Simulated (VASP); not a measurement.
# BiAsS (P4/nmm) in VASP: a series of runs

The runs below take BiAsS through relaxation of cell and atoms, single point, with PBE.

Everything below comes from runs of VASP 6.6.1. Logs are shortened: lines on timing, memory, paths and dates and some standing lists are left out, and cuts for length are marked.

## 1. The cell of the first run

It takes space group P4/nmm (No. 129, tetragonal). Conventional cell: a = 5.043 Å, b = 5.043 Å, c = 6.307 Å, α = 90.00°, β = 90.00°, γ = 90.00°. Within 3.5 Å of Bi (site symmetry 4mm) lie 4 S at 2.67 Å and 4 As at 3.41 Å. As (site symmetry -4m2) has 2 S at 3.15 Å and 4 Bi at 3.41 Å and 4 As at 3.57 Å within 4.1 Å. Within 3.6 Å of S (site symmetry -4m2) lie 4 Bi at 2.67 Å and 2 As at 3.15 Å and 4 S at 3.57 Å.

The cell was built from a structure type or drawn by symmetry, and may not be a known phase.

## 2. Relaxation of cell and atoms, PBE

INCAR

```
ALGO = Normal
EDIFF = 1E-6
EDIFFG = -0.04
ENCUT = 600
GGA = PE
IBRION = 2
ISIF = 3
ISMEAR = 0
LASPH = T
LCHARG = F
LREAL = F
LWAVE = F
NELM = 100
NSW = 90
PREC = Accurate
SIGMA = 0.1
```

KPOINTS

```
k-points
0
Gamma
  4 4 4
```

POSCAR

```
BiAsS
1.0
    5.0426031300      0.0000000000      0.0000000000
    0.0000000000      5.0426031300      0.0000000000
    0.0000000000      0.0000000000      6.3070004500
Bi As S
2 2 2
Direct
    0.5000000000      0.0000000000      0.3629832000
    0.0000000000      0.5000000000      0.6370168000
    0.5000000000      0.5000000000      0.0000000000
    0.0000000000      0.0000000000      0.0000000000
    0.5000000000      0.5000000000      0.5000000000
    0.0000000000      0.0000000000      0.5000000000
```

Potentials or basis: VASP PAW PBE potentials, release 64 (Bi_d, As, S).

Started as:

```sh
cat potpaw_PBE.64/Bi_d/POTCAR potpaw_PBE.64/As/POTCAR potpaw_PBE.64/S/POTCAR > POTCAR
mpirun -np 1 vasp_std > vasp.out
```

OUTCAR:

```text
EDIFF = 1E-6
   EDIFFG = -0.04
   ENCUT = 600
   GGA = PE
   IBRION = 2
   ISIF = 3
   ISMEAR = 0
   LASPH = T
   LREAL = F
   NELM = 100
   NSW = 90
   PREC = Accurate

 ion  position               nearest neighbor table
   1  0.500  0.000  0.363-   5 2.67   6 2.67   5 2.67   6 2.67   3 3.41   3 3.41   4 3.41   4 3.41

   2  0.000  0.500  0.637-   5 2.67   6 2.67   6 2.67   5 2.67   4 3.41   3 3.41   3 3.41   4 3.41

   3  0.500  0.500  0.000-   1 3.41   2 3.41   1 3.41   2 3.41
   4  0.000  0.000  0.000-   1 3.41   2 3.41   2 3.41   1 3.41
   5  0.500  0.500  0.500-   1 2.67   2 2.67   1 2.67   2 2.67
   6  0.000  0.000  0.500-   1 2.67   2 2.67   2 2.67   1 2.67

  LATTYP: Found a simple tetragonal cell.
 ALAT       =     5.0426031300
 C/A-ratio  =     1.2507429769

  Lattice vectors:

 A1 = (   5.0426031300,   0.0000000000,   0.0000000000)
 A2 = (   0.0000000000,   5.0426031300,   0.0000000000)
 A3 = (   0.0000000000,   0.0000000000,   6.3070004500)

Analysis of symmetry for initial positions (statically):
=====================================================================
 Subroutine PRICEL returns:
 Original cell was already a primitive cell.

 Routine SETGRP: Setting up the symmetry group for a
 simple tetragonal supercell.

 Subroutine GETGRP returns: Found 16 space group operations
 (whereof  8 operations were pure point group operations)
 out of a pool of 16 trial point group operations.

The static configuration has the point symmetry D_2d.
 The point group associated with its full space group is D_4h.

Analysis of symmetry for dynamics (positions and initial velocities):
=====================================================================
 Subroutine PRICEL returns:
 Original cell was already a primitive cell.

 Routine SETGRP: Setting up the symmetry group for a
 simple tetragonal supercell.

 Subroutine GETGRP returns: Found 16 space group operations
 (whereof  8 operations were pure point group operations)
 out of a pool of 16 trial point group operations.

The dynamic configuration has the point symmetry D_2d.
 The point group associated with its full space group is D_4h.

 Subroutine INISYM returns: Found 16 space group operations
 (whereof  8 operations are pure point group operations),
 and found     1 'primitive' translations

----------------------------------------------------------------------------------------

                                     Primitive cell

  volume of cell :     160.3734

  direct lattice vectors                    reciprocal lattice vectors
     5.042603130  0.000000000  0.000000000     0.198310272  0.000000000  0.000000000
     0.000000000  5.042603130  0.000000000     0.000000000  0.198310272  0.000000000
     0.000000000  0.000000000  6.307000450     0.000000000  0.000000000  0.158553976

  length of vectors
     5.042603130  5.042603130  6.307000450     0.198310272  0.198310272  0.158553976

  position of ions in fractional coordinates (direct lattice)
     0.500000000  0.000000000  0.362983200
     0.000000000  0.500000000  0.637016800
     0.500000000  0.500000000  0.000000000
     0.000000000  0.000000000  0.000000000
     0.500000000  0.500000000  0.500000000
     0.000000000  0.000000000  0.500000000

  ion indices of the primitive-cell ions
   primitive index   ion index
                 1           1
                 2           2
                 3           3
                 4           4
                 5           5
                 6           6

----------------------------------------------------------------------------------------

 KPOINTS: k-points

Automatic generation of k-mesh.
 Grid dimensions read from file:
 generate k-points for:    4    4    4

 Generating k-lattice:

  Cartesian coordinates                     Fractional coordinates (reciprocal lattice)
     0.049577568  0.000000000  0.000000000     0.250000000  0.000000000  0.000000000
     0.000000000  0.049577568  0.000000000     0.000000000  0.250000000  0.000000000
     0.000000000  0.000000000  0.039638494     0.000000000  0.000000000  0.250000000

  Length of vectors
     0.049577568  0.049577568  0.039638494

  Shift w.r.t. Gamma in fractional coordinates (k-lattice)
     0.000000000  0.000000000  0.000000000

 Subroutine IBZKPT returns following result:
 ===========================================

 Found     18 irreducible k-points:

 Following reciprocal coordinates:
            Coordinates               Weight
  0.000000  0.000000  0.000000      1.000000
  0.250000  0.000000  0.000000      4.000000
  0.500000  0.000000  0.000000      2.000000
  0.250000  0.250000  0.000000      4.000000
  0.500000  0.250000  0.000000      4.000000
  0.500000  0.500000  0.000000      1.000000
[... 10 lines left out ...]
  0.500000  0.250000  0.500000      4.000000
  0.500000  0.500000  0.500000      1.000000
   k-points           NKPTS =     18   k-points in BZ     NKDIM =     18   number of bands    NBANDS=     31
   number of dos      NEDOS =    301   number of ions     NIONS =      6
   total plane-waves  NPLWV =  80000
   dimension x,y,z NGX =    40 NGY =   40 NGZ =   50
   dimension x,y,z NGXF=    80 NGYF=   80 NGZF=  100
   ions per type =               2   2   2
   NGX,Y,Z   is equivalent  to a cutoff of  13.19, 13.19, 13.18 a.u.
   NGXF,Y,Z  is equivalent  to a cutoff of  26.37, 26.37, 26.36 a.u.
 SYSTEM =  unknown system
   PREC   = accura    normal or accurate (medium, high low for compatibility)
   ISTART =      0    job   : 0-new  1-cont  2-samecut
   ICHARG =      2    charge: 1-file 2-atom 10-const
   ISPIN  =      1    spin polarized calculation?
   LNONCOLLINEAR =      F non collinear calculations
   LSORBIT =      F    spin-orbit coupling
   LASPH  =      T    aspherical Exc in radial PAW
   ENCUT  =  600.0 eV  44.10 Ry    6.64 a.u.  10.07 10.07 12.60*2*pi/ulx,y,z
   NELM   =    100;   NELMIN=  2; NELMDL= -5     # of ELM steps
   EDIFF  = 0.1E-05   stopping-criterion for ELM
   LREAL  =      F    real-space projection
   EDIFFG = -.4E-01   stopping-criterion for IOM
   NSW    =     90    number of steps for IOM
   IBRION =      2    ionic relax: 0-MD 1-quasi-New 2-CG
   NFREE  =      1    steps in history (QN), initial steepest desc. (CG)
   ISIF   =      3    stress and relaxation
   ISYM   =      2    0-nonsym 1-usesym 2-fastsym
   POTIM  = 0.5000    time-step for ionic-motion
   TEBEG  =    0.0;   TEEND  =   0.0 temperature during run
   PSTRESS=    0.0 pullay stress
   NELECT =      52.0000    total number of electrons
   NUPDOWN=      -1.0000    fix difference up-down
   EMIN   =  10.00;   EMAX   =-10.00  energy-range for DOS
   EFERMI =   0.00;   METHOD = LEGACY
   ISMEAR =     0;   SIGMA  =   0.10  broadening in eV -4-tet -1-fermi 0-gaus
   EFERMI_NEDOS =   21; number of points for ismear=-14 and -15
   IALGO  =     38    algorithm
   IMIX   =      4    mixing-type and parameters
     AMIX     =   0.40;   BMIX     =  1.00
     AMIX_MAG =   1.60;   BMIX_MAG =  1.00
  volume/ion in A,a.u.               =      26.73       180.38
  Fermi-wavevector in a.u.,A,eV,Ry     =   1.124687  2.125351 17.210303  1.264922
  Thomas-Fermi vector in A             =   2.261360
   LORBIT       =      0    0 simple, 1 ext, 2 COOP (PROOUT), +10 PAW based schemes
   GGA     = PE    functional components
   LHFCALC =     F    Hartree Fock is set to
   AEXX    =    0.0000 exact exchange contribution
   IVDW    =     0    specifies the selected vdW correction
   LEPSILON=     F    determine dielectric tensor
   LRPA    =     F    only Hartree local field effects (RPA)
 conjugate gradient relaxation of ions
 non-spin polarized calculation
 Gauss-broadening in eV      SIGMA  =   0.10
  energy-cutoff  :      600.00
  volume of cell :      160.37
 maximum number of plane-waves:      5368
   NGX = 21   NGY = 21   NGZ = 25

--------------------------------------- Ionic step        1  -------------------------------------------

 number of electron      52.0000014 magnetization

 Free energy of the ion-electron system (eV)
  ---------------------------------------------------
  ext. energy  EPLUGINS =         0.00000000
  ---------------------------------------------------
  free energy    TOTEN  =       -22.67576614 eV

  energy without entropy =      -22.66353570  energy(sigma->0) =      -22.66965092

------------------------ aborting loop because EDIFF is reached ----------------------------------------

  FORCE on cell =-STRESS in cart. coord.  units (eV):
  Direction    XX          YY          ZZ          XY          YZ          ZX
  --------------------------------------------------------------------------------------
  -------------------------------------------------------------------------------------
  Total        5.4911056      5.4911056      2.4855914      0.0000000      0.0000000      0.0000000
  in kB       54.8577428     54.8577428     24.8317820      0.0000000      0.0000000      0.0000000
  external PRESSURE =      44.8490892 kB  Pullay stress =       0.0000000 kB
[... 101 lines left out ...]
  FREE ENERGIE OF THE ION-ELECTRON SYSTEM (eV)
  ---------------------------------------------------
  free  energy   TOTEN  =       -23.1727313442 eV

  energy  without entropy=      -23.1522498433  energy(sigma->0) =      -23.16249059

 E-fermi :   4.7110     XC(G=0):  -9.3120

 val. band max:        4.6884504623   @ k =   0.2500   0.0000   0.5000
 cond. band min:       4.7598377930   @ k =   0.2500   0.2500   0.5000
 fundamental gap:      0.0713873307
 Fermi energy:         4.7109776001

 k-point     1 :       0.0000    0.0000    0.0000
  band No.  band energies     occupation
      1     -18.4701      2.00000
      2     -18.4575      2.00000
      3     -18.4515      2.00000
      4     -18.4453      2.00000
      5     -18.4397      2.00000
      6     -18.4383      2.00000
[... 601 lines left out ...]
     30       6.0717      0.00000
     31       6.8174      0.00000

[... ionic steps 4 to 21 ...]

--------------------------------------- Ionic step       22  -------------------------------------------

 number of electron      51.9999994 magnetization

------------------------ aborting loop because EDIFF is reached ----------------------------------------

  FORCE on cell =-STRESS in cart. coord.  units (eV):
  Direction    XX          YY          ZZ          XY          YZ          ZX
  --------------------------------------------------------------------------------------
  -------------------------------------------------------------------------------------
  Total       -0.6584308     -0.6584308     -0.2768902      0.0000000     -0.0000000      0.0000000
  in kB       -6.6339386     -6.6339386     -2.7897736      0.0000000     -0.0000000      0.0000000
  external PRESSURE =      -5.3525503 kB  Pullay stress =       0.0000000 kB
[... 65 lines left out ...]
  energy  without entropy=      -24.6177387859  energy(sigma->0) =      -24.62463427

--------------------------------------- Ionic step       24  -------------------------------------------

 number of electron      52.0000005 magnetization

 Free energy of the ion-electron system (eV)
  ---------------------------------------------------
  ext. energy  EPLUGINS =         0.00000000
  ---------------------------------------------------
  free energy    TOTEN  =       -24.63266080 eV

  energy without entropy =      -24.61972177  energy(sigma->0) =      -24.62619129

 E-fermi :   5.2843     XC(G=0):  -9.5120

 val. band max:        5.2507764679   @ k =   0.2500   0.0000   0.5000
 cond. band min:       5.2905010439   @ k =   0.0000   0.0000   0.5000
 fundamental gap:      0.0397245760
 Fermi energy:         5.2843129346

 k-point     1 :       0.0000    0.0000    0.0000
  band No.  band energies     occupation
      1     -17.9933      2.00000
      2     -17.9778      2.00000
      3     -17.9696      2.00000
      4     -17.9624      2.00000
      5     -17.9506      2.00000
      6     -17.9506      2.00000
[... 634 lines left out ...]
  FREE ENERGIE OF THE ION-ELECTRON SYSTEM (eV)
  ---------------------------------------------------
  free  energy   TOTEN  =       -24.6326608050 eV

  energy  without entropy=      -24.6197217735  energy(sigma->0) =      -24.62619129

 reached required accuracy - stopping structural energy minimisation
```

Run time: 15 min. Hardware: 1 thread of Intel Xeon Platinum 8488C (Sapphire Rapids), shared host; peak memory 0.34 GiB.

What came out:

```yaml
Free_energy: -24.6327 eV
Relaxed_volume: 26.29 Å³/atom
Relaxed_cell: a = 5.402 Å, b = 5.402 Å, c = 5.406 Å, α = 90.00°, β = 90.00°, γ = 90.00°
Space_group_after_relaxing_to_0.1_Å: P4/nmm (No. 129)
Energy_gained_by_relaxing: 326.1 meV/atom
Ionic_steps: 24
Pressure_after_relaxing: -0.1 GPa
Largest_force_after_relaxing: 0.014 eV/Å
Band_gap_on_the_k_mesh: zero (bands 26 and 27 overlap by 1.45 eV)
```

Forces on the atoms (eV/Å):
```
Bi   0.000  0.000  0.014
Bi   0.000  0.000 -0.014
As   0.000  0.000  0.000
As   0.000  0.000  0.000
S    0.000  0.000  0.000
S    0.000  0.000  0.000
```

The path:
```tsv
step	energy change (eV)	largest force (eV/Å)	pressure (GPa)	volume (Å³)
1	0.0000	2.4128	4.48	160.37
2	-0.4968	1.3474	-2.80	178.34
3	-0.4970	1.3823	-2.57	177.62
4	-0.8376	1.1069	-1.94	172.20
5	-1.2329	0.0436	1.79	156.60
6	-1.2463	0.1314	1.00	158.99
7	-1.3853	0.1502	-0.59	162.10
8	-1.6789	0.3170	-4.05	170.85
9	-1.6777	0.2694	-3.74	169.69
10	-1.6950	0.2888	-3.76	169.74
11	-1.7320	0.3312	-3.81	169.85
12	-1.7466	0.3432	-3.71	169.87
13	-1.7500	0.3478	-3.77	169.89
14	-1.7811	0.3502	-3.44	168.60
15	-1.8567	0.3537	-2.36	164.77
16	-1.9211	0.3500	0.21	157.29
17	-1.9211	0.3494	0.31	157.04
18	-1.9254	0.3305	0.30	157.06
19	-1.9357	0.2710	0.27	157.13
20	-1.9439	0.1398	0.19	157.26
21	-1.9479	0.1181	-0.01	157.73
22	-1.9525	0.0511	-0.54	159.02
23	-1.9558	0.0325	-0.31	158.34
24	-1.9569	0.0136	-0.09	157.73
```

Final structure:
```xyz
6
Lattice="5.4016 0.0000 0.0000 0.0000 5.4016 0.0000 0.0000 0.0000 5.4058" Properties=species:S:1:pos:R:3 pbc="T T T"
Bi    2.7008    0.0000    1.3844
Bi    0.0000    2.7008    4.0214
As    2.7008    2.7008    0.0000
As    0.0000    0.0000    0.0000
S     2.7008    2.7008    2.7029
S     0.0000    0.0000    2.7029
```

Levels at points of the mesh, in eV from the Fermi level:
```
           k point  band 23  band 24  band 25  band 26  band 27  band 28  band 29  band 30
(0.00, 0.00, 0.00)    -1.42    -1.42    -0.24     0.22     0.22     0.89     1.87     1.87
(0.50, 0.00, 0.00)    -1.42    -1.42    -0.71    -0.71     1.63     1.63     2.75     2.75
(0.50, 0.50, 0.00)    -1.84    -1.84     0.71     0.71     1.01     1.01     1.50     1.50
(0.00, 0.00, 0.50)    -1.87    -1.29    -0.97    -0.74    -0.74     0.01     0.18     0.25
(0.50, 0.00, 0.50)    -1.86    -1.86    -0.95    -0.95    -0.24    -0.24     1.72     1.72
(0.50, 0.50, 0.50)    -1.21    -1.21    -0.40    -0.40     0.36     0.36     1.37     1.37
```

Caveat: spin-orbit coupling is left out, which moves the levels of the heavy elements.

## 3. Single point, PBE

This run uses another cell than the first one, of 26.18 Å³/atom.

INCAR

```
SYSTEM = BiAsS
PREC     = Accurate       ! precision mode
ENCUT    = 520            ! plane-wave cutoff, eV
EDIFF    = 1E-6           ! SCF threshold, eV
ISMEAR   = 0              ! smearing method
SIGMA    = 0.1            ! smearing width, eV
LREAL    = .FALSE.        ! projectors in reciprocal space
LASPH    = .TRUE.         ! aspherical terms in the spheres
NELM     = 60             ! most SCF steps
ALGO     = Normal         ! electronic algorithm
ISIF     = 2              ! what is computed and relaxed
LWAVE    = .FALSE.        ! write WAVECAR
LCHARG   = .FALSE.        ! write CHGCAR
GGA      = PE             ! functional
NBANDS   = 35             ! bands
```

KPOINTS

```
regular mesh
0
G
  8 8 8
  0 0 0
```

POSCAR

```
BiAsS
1.0
    5.4785548477      0.0000000000      0.0000000000
    0.0000000000      5.4785548477      0.0000000000
    0.0000000000      0.0000000000      5.2332027136
Bi As S
2 2 2
Direct
    0.5000000000      0.0000000000      0.2404861584
    0.0000000000      0.5000000000      0.7595138416
    0.5000000000      0.5000000000      0.0000000000
    0.0000000000      0.0000000000      0.0000000000
    0.5000000000      0.5000000000      0.5000000000
    0.0000000000      0.0000000000      0.5000000000
```

Potentials or basis: VASP PAW PBE potentials, release 64 (Bi_d, As, S).

Started as:

```sh
cat potpaw_PBE.64/Bi_d/POTCAR potpaw_PBE.64/As/POTCAR potpaw_PBE.64/S/POTCAR > POTCAR
mpirun -np 1 vasp_std > vasp.out
```

Run time: 3.7 min. Hardware: 1 thread of Intel Xeon Platinum 8488C (Sapphire Rapids), shared host; peak memory 0.49 GiB.

The run converged. Its results:

- Free energy: -24.6505 eV
- Pressure: 0.0 GPa
- Band gap on the k mesh: zero (bands 26 and 27 overlap by 1.42 eV)

Forces on the atoms (eV/Å):
```
Bi   0.000  0.000  0.003
Bi   0.000  0.000 -0.003
As   0.000  0.000  0.000
As   0.000  0.000  0.000
S    0.000  0.000  0.000
S    0.000  0.000  0.000
```

Levels at points of the mesh, in eV from the Fermi level:
| k point | band 23 | band 24 | band 25 | band 26 | band 27 | band 28 | band 29 | band 30 |
| --- | --- | --- | --- | --- | --- | --- | --- | --- |
| (0.00, 0.00, 0.00) | -1.37 | -1.37 | -0.19 | 0.10 | 0.10 | 0.76 | 1.86 | 1.86 |
| (0.50, 0.00, 0.00) | -1.60 | -1.60 | -0.72 | -0.72 | 1.28 | 1.28 | 2.74 | 2.74 |
| (0.50, 0.50, 0.00) | -2.05 | -2.05 | 0.40 | 0.40 | 0.87 | 0.87 | 1.11 | 1.11 |
| (0.00, 0.00, 0.50) | -1.99 | -1.20 | -1.12 | -1.12 | -0.95 | -0.12 | 0.18 | 0.25 |
| (0.50, 0.00, 0.50) | -1.66 | -1.66 | -0.98 | -0.98 | -0.32 | -0.32 | 1.37 | 1.37 |
| (0.50, 0.50, 0.50) | -1.13 | -1.13 | -0.51 | -0.51 | 0.00 | 0.00 | 0.97 | 0.97 |

Caveat: spin-orbit coupling is left out, which moves the levels of the heavy elements.
